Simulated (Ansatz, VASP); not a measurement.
# Two plane-wave programs on WS2

INCAR

```
ALGO     = Normal         # electronic algorithm
DIPOL    = 0.5 0.5 0.402
EDIFF    = 1E-6           # SCF threshold, eV
ENCUT    = 520            # plane-wave cutoff, eV
GGA      = PE             # functional
IDIPOL   = 3            
ISIF     = 2              # what is computed and relaxed
ISMEAR   = 0              # smearing method
IVDW     = 12             # dispersion correction
LASPH    = True           # aspherical terms in the spheres
LCHARG   = False          # write CHGCAR
LDIPOL   = True         
LREAL    = False          # projectors in reciprocal space
LWAVE    = False          # write WAVECAR
NBANDS   = 35             # bands
NELM     = 80             # most SCF steps
PREC     = Accurate       # precision mode
SIGMA    = 0.05           # smearing width, eV
```

File KPOINTS:

```
k-points
0
Gamma
  9 9 1
```

The input POSCAR:

```
WS2
1.0
    3.1595456682      0.0000000000      0.0000000000
   -1.5797728341      2.7362468131      0.0000000000
    0.0000000000      0.0000000000     23.8042574330
S W
4 2
Direct
    0.3333333333      0.6666666667      0.1890418137
    0.3333333333      0.6666666667      0.3214605092
    0.3333333333      1.0000000000      0.4827761903
    0.3333333333      1.0000000000      0.6151948858
    0.6666666667      0.3333333333      0.2552511584
    0.6666666667      0.6666666667      0.5489855349
```

Input for Ansatz:

```yaml
crystal:
  lattice:
    - [3.1595456682, 0.0, 0.0]
    - [-1.5797728341, 2.7362468131, 0.0]
    - [0.0, 0.0, 23.804257433]
  atoms:
    - { symbol: S, position: [0.3333333333, 0.6666666667, 0.1890418137] }
    - { symbol: W, position: [0.6666666667, 0.3333333333, 0.2552511584] }
    - { symbol: S, position: [0.3333333333, 0.6666666667, 0.3214605092] }
    - { symbol: S, position: [0.3333333333, 1.0, 0.4827761903] }
    - { symbol: W, position: [0.6666666667, 0.6666666667, 0.5489855349] }
    - { symbol: S, position: [0.3333333333, 1.0, 0.6151948858] }
basis:
  ecutwfc: 420
kpoints:
  mp_grid: { grid: [9, 9, 1] }
hamiltonian:
  xc: pbe
  pseudopotentials: { kind: paw, azcp: { folder: soft_1 } }
  dispersion: d3bj
scf:
  occupations: { method: gaussian, width: 0.05 }
output:
  forces: true
  eigenvalues: true
efield:
  axis: 3
  dipole_correction: true
  ramp_width: 0.04
```

Alike in both runs: task single point; functional PBE; dispersion D3(BJ); k mesh 9 × 9 × 1; occupations gaussian, width 0.05 eV; no spin polarisation.

|  | VASP | Ansatz |
| --- | --- | --- |
| version | VASP 6.6.1 | Ansatz 0.2.0 |
| potentials or method | VASP PAW PBE potentials, release 64 (S, W_sv), cutoff 520 eV | scalar-relativistic, plane waves, PAW |
| valence electrons in the cell | 52 | 52 |

|  | VASP | Ansatz | Ansatz less VASP |
| --- | --- | --- | --- |
| gap on the k mesh at the Fermi level (eV) | 1.86 | 1.85 | -0.013 |
| least direct gap on the mesh (eV) | 1.92 | 1.91 | -0.003 |
| rms of the force components (eV/Å) | 0.025 | 0.025 | -0.0006 |

Spin-orbit coupling is off throughout.
